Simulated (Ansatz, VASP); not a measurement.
# TiN in VASP and in Ansatz

```xyz
2
Lattice="0.0000 2.0864 2.0864 2.0864 0.0000 2.0864 2.0864 2.0864 0.0000" Properties=species:S:1:pos:R:3 pbc="T T T"
Ti    0.0000    0.0000    0.0000
N     2.0864    2.0864    2.0864
```

Alike in both runs: functional LDA; k mesh 18 × 18 × 18; occupations fermi-dirac, width 0.15 eV; no spin polarisation.

Ansatz relaxed the structure, and its values are those at the end. VASP's run is a single point on that final structure, the one shown.

|  | VASP | Ansatz |
| --- | --- | --- |
| version | VASP 6.6.1 | Ansatz 0.2.0 |
| potentials or method | VASP PAW LDA potentials, release 64 (Ti_sv, N), cutoff 520 eV | scalar-relativistic, plane waves, PAW |
| valence electrons in the cell | 17 | 17 |

Ansatz gave:

* gap on the k mesh at the Fermi level (eV): none
* pressure (GPa): 0.0

Task: Estimate VASP's values.

Result: gap on the k mesh at the Fermi level (eV): none; pressure (GPa): 1.1.

LDA's correlation is that of Perdew and Zunger in VASP and of Perdew and Wang (1992) in Ansatz. A gap of «none» marks a metal or a gap that the smearing closes.
